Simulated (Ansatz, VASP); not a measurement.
**Rh in VASP and in Ansatz**

File INCAR:

```
SYSTEM = Rh
ALGO = Normal
EDIFF = 1E-6
ENCUT = 520
GGA = PS
ISIF = 2
ISMEAR = -1
ISPIN = 2
LASPH = .TRUE.
LCHARG = .TRUE.
LELF = .TRUE.
LMAXMIX = 4
LORBIT = 11
LREAL = .FALSE.
LVHAR = .TRUE.
LWAVE = .FALSE.
MAGMOM = 1
NBANDS = 18
NELM = 150
PREC = Accurate
SIGMA = 0.05
```

File KPOINTS:

```
k-points
0
G
  23 23 23
  0 0 0
```

POSCAR

```
Rh
1.0
    0.0000000000      1.9629004413      1.9629004413
    1.9629004413      0.0000000000      1.9629004413
    1.9629004413      1.9629004413      0.0000000000
Rh
1
Direct
    0.0000000000      0.0000000000      0.0000000000
```

Input for Ansatz:

```yaml
crystal:
  lattice:
    - [0.0, 1.9629004413, 1.9629004413]
    - [1.9629004413, 0.0, 1.9629004413]
    - [1.9629004413, 1.9629004413, 0.0]
  atoms:
    - { symbol: Rh, position: [0.0, 0.0, 0.0], spin: 1.0 }
hamiltonian:
  xc: pbesol
  pseudopotentials:
    kind: paw
    azcp:
      Rh: "pseudopotentials/Rh.paw.azcp"
basis:
  ecutwfc: 420
  fft_grid_basis: typed
kpoints:
  mp_grid: { grid: [23, 23, 23], shift: [0, 0, 0] }
magnetization:
  spin_polarized: true
scf:
  occupations: { method: fermi_dirac, width: 0.05 }
output:
  stress: true
```

Alike in both runs: task single point; functional PBEsol; k mesh 23 × 23 × 23; occupations fermi-dirac, width 0.05 eV; collinear spin.

|  | VASP | Ansatz |
| --- | --- | --- |
| version | VASP 6.6.1 | Ansatz 0.2.0 |
| potentials or method | VASP PAW PBE potentials, release 64 (Rh_pv), cutoff 520 eV | plane waves (420 eV) with PAW, scalar-relativistic |
| valence electrons in the cell | 15 | 17 |

```csv
,VASP,Ansatz,Ansatz less VASP
pressure (GPa),-25.0,-25.0,+0.06
net moment per atom (μB),0.00,0.00,0.000
```

VASP's potentials were made for PBE, not for PBEsol, and Ansatz warns of the same on its side. VASP's potentials hold 15 valence electrons a cell and Ansatz's 17, so a difference there can come from the potentials and not from the codes. Ansatz's warnings: seeded moment not kept.
